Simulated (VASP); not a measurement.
# Ga (Im-3m) in VASP: a series of runs

Ga is run at these levels: revPBE; tasks: single point, relaxation of cell and atoms.

All numbers are computed with VASP 6.6.1; they aren't measurements. Logs are shortened: lines on timing, memory, paths and dates and some standing lists are left out, and cuts for length are marked.

## (1) The cell of the first run

It takes space group Im-3m (No. 229, cubic). Conventional cell: a = 3.403 Å, b = 3.403 Å, c = 3.403 Å, α = 90.00°, β = 90.00°, γ = 90.00°. Within 3.9 Å of Ga (site symmetry m-3m) lie 14 Ga at 2.95 to 3.40 Å.

## (2) Single point, revPBE

INCAR reads:

```
  PREC = Accurate
  ENCUT = 520
  EDIFF = 1E-6
  ISMEAR = -1
  SIGMA = 0.1
  LREAL = False
  LASPH = True
  NELM = 80
  ALGO = Normal
  ISIF = 2
  LWAVE = False
  LCHARG = False
  GGA = RE
  NBANDS = 12
```

KPOINTS reads:

```
Automatic mesh
0
Gamma
  13 13 13
```

POSCAR reads:

```
Ga
1.0
   -1.7012614398      1.7012614398      1.7012614398
    1.7012614398     -1.7012614398      1.7012614398
    1.7012614398      1.7012614398     -1.7012614398
Ga
1
Direct
    0.0000000000      0.0000000000      0.0000000000
```

Potentials or basis: VASP PAW PBE potentials, release 64 (Ga_d).

On the command line:

```console
$ cat potpaw_PBE.64/Ga_d/POTCAR > POTCAR
$ mpirun -np 1 vasp_std > vasp.out
```

OUTCAR:

```text
PREC = Accurate
   ENCUT = 520
   EDIFF = 1E-6
   ISMEAR = -1
   LREAL = False
   LASPH = True
   NELM = 80
   ISIF = 2
   GGA = RE

 ion  position               nearest neighbor table
   1  0.000  0.000  0.000-

  LATTYP: Found a body centered cubic cell.
 ALAT       =     3.4025228796

  Lattice vectors:

 A1 = (  -1.7012614398,   1.7012614398,   1.7012614398)
 A2 = (   1.7012614398,  -1.7012614398,   1.7012614398)
 A3 = (   1.7012614398,   1.7012614398,  -1.7012614398)

Analysis of symmetry for initial positions (statically):
=====================================================================
 Subroutine PRICEL returns:
 Original cell was already a primitive cell.

 Routine SETGRP: Setting up the symmetry group for a
 body centered cubic supercell.

 Subroutine GETGRP returns: Found 48 space group operations
 (whereof 48 operations were pure point group operations)
 out of a pool of 48 trial point group operations.

The static configuration has the point symmetry O_h .

Analysis of symmetry for dynamics (positions and initial velocities):
=====================================================================
 Subroutine PRICEL returns:
 Original cell was already a primitive cell.

 Routine SETGRP: Setting up the symmetry group for a
 body centered cubic supercell.

 Subroutine GETGRP returns: Found 48 space group operations
 (whereof 48 operations were pure point group operations)
 out of a pool of 48 trial point group operations.

The dynamic configuration has the point symmetry O_h .

 Subroutine INISYM returns: Found 48 space group operations
 (whereof 48 operations are pure point group operations),
 and found     1 'primitive' translations

----------------------------------------------------------------------------------------

                                     Primitive cell

  volume of cell :      19.6958

  direct lattice vectors                    reciprocal lattice vectors
    -1.701261440  1.701261440  1.701261440     0.000000000  0.293899567  0.293899567
     1.701261440 -1.701261440  1.701261440     0.293899567  0.000000000  0.293899567
     1.701261440  1.701261440 -1.701261440     0.293899567  0.293899567  0.000000000

  length of vectors
     2.946671251  2.946671251  2.946671251     0.415636753  0.415636753  0.415636753
[... 77 lines left out ...]
   ENCUT  =  520.0 eV  38.22 Ry    6.18 a.u.   5.48  5.48  5.48*2*pi/ulx,y,z
   NELM   =     80;   NELMIN=  2; NELMDL= -5     # of ELM steps
   EDIFF  = 0.1E-05   stopping-criterion for ELM
   LREAL  =      F    real-space projection
   EDIFFG = 0.1E-04   stopping-criterion for IOM
   NSW    =      0    number of steps for IOM
   IBRION =     -1    ionic relax: 0-MD 1-quasi-New 2-CG
   NFREE  =      0    steps in history (QN), initial steepest desc. (CG)
   ISIF   =      2    stress and relaxation
   ISYM   =      2    0-nonsym 1-usesym 2-fastsym
   POTIM  = 0.5000    time-step for ionic-motion
   TEBEG  =    0.0;   TEEND  =   0.0 temperature during run
   PSTRESS=    0.0 pullay stress
   NELECT =      13.0000    total number of electrons
   NUPDOWN=      -1.0000    fix difference up-down
   EMIN   =  10.00;   EMAX   =-10.00  energy-range for DOS
   EFERMI =   0.00;   METHOD = LEGACY
   ISMEAR =    -1;   SIGMA  =   0.10  broadening in eV -4-tet -1-fermi 0-gaus
   EFERMI_NEDOS =   21; number of points for ismear=-14 and -15
   IALGO  =     38    algorithm
   IMIX   =      4    mixing-type and parameters
     AMIX     =   0.40;   BMIX     =  1.00
     AMIX_MAG =   1.60;   BMIX_MAG =  1.00
  volume/ion in A,a.u.               =      19.70       132.91
  Fermi-wavevector in a.u.,A,eV,Ry     =   1.425383  2.693583 27.643182  2.031717
  Thomas-Fermi vector in A             =   2.545773
   LORBIT       =      0    0 simple, 1 ext, 2 COOP (PROOUT), +10 PAW based schemes
   GGA     = RE    functional components
   LHFCALC =     F    Hartree Fock is set to
   AEXX    =    0.0000 exact exchange contribution
   IVDW    =     0    specifies the selected vdW correction
   LEPSILON=     F    determine dielectric tensor
   LRPA    =     F    only Hartree local field effects (RPA)
 non-spin polarized calculation
  energy-cutoff  :      520.00
  volume of cell :       19.70
 maximum number of plane-waves:       555
 NGX is ok and might be reduce to    24
   NGX = 11   NGY = 11   NGZ = 11

 number of electron      12.9999995 magnetization

 Free energy of the ion-electron system (eV)
  ---------------------------------------------------
  ext. energy  EPLUGINS =         0.00000000
  ---------------------------------------------------
  free energy    TOTEN  =        -2.59057834 eV

  energy without entropy =       -2.57764552  energy(sigma->0) =       -2.58411193

 E-fermi :   5.2739     XC(G=0): -10.7106

 val. band max:        5.2515147863   @ k =  -0.3846  -0.3846   0.0769
 cond. band min:       5.3002164753   @ k =  -0.3846   0.3846   0.1538
 fundamental gap:      0.0487016890
 Fermi energy:         5.2738966880

 k-point     1 :       0.0000    0.0000    0.0000
  band No.  band energies     occupation
      1      -9.6548      2.00000
      2      -9.6548      2.00000
      3      -9.6548      2.00000
      4      -9.4869      2.00000
      5      -9.4869      2.00000
      6      -5.4479      2.00000
      7      17.3730      0.00000
      8      17.3730      0.00000
      9      17.3730      0.00000
     10      21.9855      0.00000
     11      21.9855      0.00000
     12      21.9855      0.00000
[... 331 lines left out ...]
 k-point    24 :       0.2308    0.0769    0.0769
  band No.  band energies     occupation
      1      -9.6984      2.00000
      2      -9.6625      2.00000
      3      -9.5062      2.00000
      4      -9.4884      2.00000
      5      -9.4759      2.00000
      6      -2.6064      2.00000
      7       7.5349      0.00000
      8      11.1359      0.00000
      9      12.3130      0.00000
     10      19.9759      0.00000
     11      20.2831      0.00000
     12      23.6931      0.00000

 [... further k-points ...]
[... 5 lines left out ...]
  --------------------------------------------------------------------------------------
  -------------------------------------------------------------------------------------
  Total        0.0113764      0.0113764      0.0113764      0.0000000      0.0000000      0.0000000
  in kB        0.9254277      0.9254277      0.9254277      0.0000000      0.0000000      0.0000000
  external PRESSURE =       0.9254277 kB  Pullay stress =       0.0000000 kB

 VOLUME and BASIS-vectors are now :
 -----------------------------------------------------------------------------
  energy-cutoff  :      520.00
  volume of cell :       19.70
      direct lattice vectors                 reciprocal lattice vectors
    -1.701261440  1.701261440  1.701261440     0.000000000  0.293899567  0.293899567
     1.701261440 -1.701261440  1.701261440     0.293899567  0.000000000  0.293899567
     1.701261440  1.701261440 -1.701261440     0.293899567  0.293899567  0.000000000

 POSITION                                       TOTAL-FORCE (eV/Angst)
 -----------------------------------------------------------------------------------
      0.00000      0.00000      0.00000        -0.000000      0.000000      0.000000
 -----------------------------------------------------------------------------------
    total drift:                                0.000000      0.000000      0.000000

  FREE ENERGIE OF THE ION-ELECTRON SYSTEM (eV)
  ---------------------------------------------------
  free  energy   TOTEN  =        -2.5905783419 eV

  energy  without entropy=       -2.5776455208  energy(sigma->0) =       -2.58411193
```

OSZICAR:

```text
N       E                     dE             d eps       ncg     rms          rms(c)
DAV:   1     0.449041362796E+02    0.44904E+02   -0.66684E+03  2148   0.186E+03
DAV:   2    -0.301424535120E+00   -0.45206E+02   -0.43737E+02  2132   0.265E+02
DAV:   3    -0.259307303681E+01   -0.22916E+01   -0.22851E+01  2304   0.468E+01
DAV:   4    -0.261240847451E+01   -0.19335E-01   -0.19333E-01  2360   0.468E+00
DAV:   5    -0.261262246086E+01   -0.21399E-03   -0.21398E-03  2356   0.471E-01    0.760E-01
DAV:   6    -0.259531427796E+01    0.17308E-01   -0.26798E-02  2456   0.321E+00    0.401E-01
DAV:   7    -0.259101168612E+01    0.43026E-02   -0.60642E-03  3188   0.129E+00    0.108E-01
DAV:   8    -0.259057135813E+01    0.44033E-03   -0.54559E-04  2484   0.416E-01    0.765E-03
DAV:   9    -0.259057698903E+01   -0.56309E-05   -0.61818E-06  2800   0.327E-02    0.341E-03
DAV:  10    -0.259057840765E+01   -0.14186E-05   -0.55871E-07  1580   0.727E-03    0.336E-04
DAV:  11    -0.259057834187E+01    0.65780E-07   -0.59184E-08  1276   0.266E-03
   1 F= -.25905783E+01 E0= -.25841119E+01  d E =-.129328E-01
```

stdout:

```text
POSCAR found type information on POSCAR Ga
 POSCAR found :  1 types and       1 ions
 scaLAPACK will be used
 -----------------------------------------------------------------------------
|                                                                             |
|                                                                             |
|     You enforced a specific xc type in the INCAR file but a different       |
|     I HOPE YOU KNOW WHAT YOU ARE DOING!                                     |
|                                                                             |
 -----------------------------------------------------------------------------

 LDA part: xc-table for (Slater+PW92), standard interpolation
 POSCAR, INCAR and KPOINTS ok, starting setup
 FFT: planning ... GRIDC
 FFT: planning ... GRID_SOFT
 FFT: planning ... GRID
 WAVECAR not read
 entering main loop
```

It took 8.8 s on 1 thread of Intel Xeon Platinum 8375C at 2.90GHz (Ice Lake), shared host; peak memory 0.15 GiB.

Results:

```
Free energy : -2.5906 eV
Pressure    : 0.1 GPa
```

Caveat: the PAW data sets were made with another functional, which shifts forces and pressure a little.

(Continued in part 2 of 3.)
